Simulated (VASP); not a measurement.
Si3N4:

```xyz
14
Lattice="7.6020 0.0000 0.0000 -3.8010 6.5835 0.0000 0.0000 0.0000 2.9060" Properties=species:S:1:pos:R:3 pbc="T T T"
Si    5.1746    1.1436    0.7216
Si    1.5969    5.0531    2.1746
Si    4.0243    3.9095    0.7216
Si   -1.3736    5.4399    2.1746
Si    2.2041    1.5304    0.7216
Si   -0.2233    2.6740    2.1746
N    -1.0283    2.1706    0.7215
N     5.2081    0.1948    2.1745
N     2.4354    4.6077    0.7215
N     4.8293    4.4129    2.1745
N    -1.4071    6.3888    0.7215
N     1.3656    1.9758    2.1745
N     3.8010    2.1945    0.7211
N     0.0000    4.3890    2.1741
```

Base run:

| Quantity | Value |
| --- | --- |
| Program | VASP 6.6.1 |
| Functional | PBE |
| Potentials or basis | VASP PAW PBE potentials, release 64 (Si, N) |
| Cutoff | 520 eV |
| k mesh | 4 × 4 × 10 |
| Occupations | fermi-dirac, width 0.02 eV |
| Spin | no spin polarisation |

Its results: band gap on the k mesh 4.33 eV (least direct gap 4.52 eV); pressure 5.4 GPa; largest force 0.005 eV/Å.

Question: The run is repeated on the same cell with these changes: functional from PBE to r2SCAN; further incar settings from ALGO = Normal; EDIFF = 1e-07; NBANDS = 45 to ALGO = Normal; EDIFF = 1e-08; NBANDS = 45. What comes out?

Answer: Band gap on the k mesh 4.99 eV (least direct gap 5.19 eV); pressure -0.2 GPa; largest force 0.053 eV/Å.

Caveats: the cell stands under pressure (at least some runs); the PAW data sets were made with another functional, which shifts forces and pressure a little (at least some runs).

A k mesh can miss the band edges.
